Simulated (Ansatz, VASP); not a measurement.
# BN in VASP and in Ansatz

```
CELL_PARAMETERS angstrom
0.00000 1.75367 1.75367
1.75367 0.00000 1.75367
1.75367 1.75367 0.00000
ATOMIC_POSITIONS crystal
B 0.00000 0.00000 0.00000
N 0.75000 0.75000 0.75000
```

Alike in both runs: task single point; functional LDA; k mesh 12 × 12 × 12; occupations gaussian, width 0.1 eV; no spin polarisation.

|  | VASP | Ansatz |
| --- | --- | --- |
| version | VASP 6.6.1 | Ansatz 0.2.0 |
| potentials or method | VASP PAW LDA potentials, release 64 (B, N), cutoff 600 eV | scalar-relativistic, plane waves, PAW |
| valence electrons in the cell | 8 | 8 |

```tsv
	VASP	Ansatz	Ansatz less VASP
gap on the k mesh at the Fermi level (eV)	4.45	4.46	+0.016
least direct gap on the mesh (eV)	9.11	9.12	+0.012
```

LDA's correlation is that of Perdew and Zunger in VASP and of Perdew and Wang (1992) in Ansatz.
